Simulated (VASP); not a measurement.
Set up this calculation in VASP 6.6.1, as the native input.

- Task: single point
- Functional: revPBE
- Dispersion: D4
- Potentials or basis: VASP PAW PBE potentials, release 64 (Ca_sv, O)
- Cutoff: 520 eV
- k mesh: 10 × 10 × 10
- Occupations: fermi-dirac, width 0.05 eV
- Spin: no spin polarisation
- Dipole correction: no
- Further INCAR settings: ALGO = Normal; EDIFF = 1e-06; NBANDS = 15

The structure of CaO lies in POSCAR:

```
CaO
1.0
    0.0000000000      2.4076058292      2.4076058292
    2.4076058292      0.0000000000      2.4076058292
    2.4076058292      2.4076058292      0.0000000000
Ca O
1 1
Direct
    0.0000000000      0.0000000000      0.0000000000
    0.5000000000      0.5000000000      0.5000000000
```

These files were run (other wordings do the same):

INCAR

```
PREC = Accurate
ENCUT = 520
EDIFF = 1E-6
ISMEAR = -1
SIGMA = 0.05
LREAL = F
LASPH = T
NELM = 100
ALGO = Normal
ISIF = 2
LWAVE = F
LCHARG = T
GGA = RE
IVDW = 13
LELF = T
LVHAR = T
NBANDS = 15
```

KPOINTS

```
Automatic mesh
0
Gamma
  10 10 10
```

Potentials or basis: VASP PAW PBE potentials, release 64 (Ca_sv, O).

The run is started by

```sh
$ cat potpaw_PBE.64/Ca_sv/POTCAR potpaw_PBE.64/O/POTCAR > POTCAR
$ mpirun -np 1 vasp_std > vasp.out
```

Results of the run:

| Item | Value |
| --- | --- |
| Pressure | 0.6 GPa |
| Band gap on the k mesh | 3.72 eV, indirect (least direct gap 4.09 eV) |
| Dispersion energy per atom | -0.283 eV |

Caveat: the PAW data sets were made with another functional, which shifts forces and pressure a little.

Wall time 14 s on 1 thread of Intel(R) Xeon(R) Platinum 8488C (Sapphire Rapids), with other jobs on the host, peak memory 0.17 GiB.
